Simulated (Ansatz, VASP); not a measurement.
## TaN: VASP beside Ansatz

```xyz
2
Lattice="2.9086 0.0000 0.0000 -1.4543 2.5189 0.0000 0.0000 0.0000 2.8830" Properties=species:S:1:pos:R:3 pbc="T T T"
Ta    0.0000    1.6793    1.4415
N     0.0000    0.0000    0.0000
```

Change from the starting cell: equal xx and yy strain of -1 %, PAW files.

Alike in both runs: task electric field gradients; functional LDA; k mesh 12 × 12 × 10; occupations fermi-dirac, width 0.02 eV; no spin polarisation.

```csv
,VASP,Ansatz
version,VASP 6.6.1,Ansatz 0.2.0
potentials or method,"VASP PAW LDA potentials, release 64 (Ta_sv_GW, N)","PAW with Ansatz's default frozen-core files, scalar-relativistic"
plane-wave cutoff (eV),520,420
valence electrons in the cell,18,18
```

VASP gave:

| Quantity | Value |
| --- | --- |
| size of Vzz on the site where it differs most (V/Å²) | 39.0 |

Q: Which values does Ansatz return?

A: Size of Vzz on the site where it differs most (V/Å²): 55.7.

LDA's correlation is that of Perdew and Zunger in VASP and of Perdew and Wang (1992) in Ansatz.

Spin-orbit coupling is off throughout.
